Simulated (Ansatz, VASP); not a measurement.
**One calculation of HfN, two programs**

```xyz
2
Lattice="0.0000 2.0138 2.0138 2.0138 0.0000 2.0138 2.0138 2.0138 0.0000" Properties=species:S:1:pos:R:3 pbc="T T T"
Hf    0.0000    0.0000    0.0000
N     1.0069    1.0069    1.0069
```

Change from the starting cell: volume scaled by 0.55, PAW files.

Alike in both runs: task single point; functional PBE; k mesh 14 × 14 × 14; occupations fermi-dirac, width 0.08 eV; no spin polarisation.

```csv
,VASP,Ansatz
version,VASP 6.6.1,Ansatz 0.2.0
potentials or method,"VASP PAW PBE potentials, release 64 (Hf_pv, N)","PAW with Ansatz's default frozen-core files, scalar-relativistic"
plane-wave cutoff (eV),520,420
valence electrons in the cell,15,31
```

```csv
,VASP,Ansatz,Ansatz less VASP
pressure (GPa),372.9,365.6,-7.31
```

Both programs put the cell under a high pressure, so it lies far from rest at this level. VASP's potentials hold 15 valence electrons a cell and Ansatz's 31, so a difference there can come from the potentials and not from the codes.

Neither program's run includes spin-orbit coupling. Noted on VASP's run: the cell as given lies far from equilibrium.
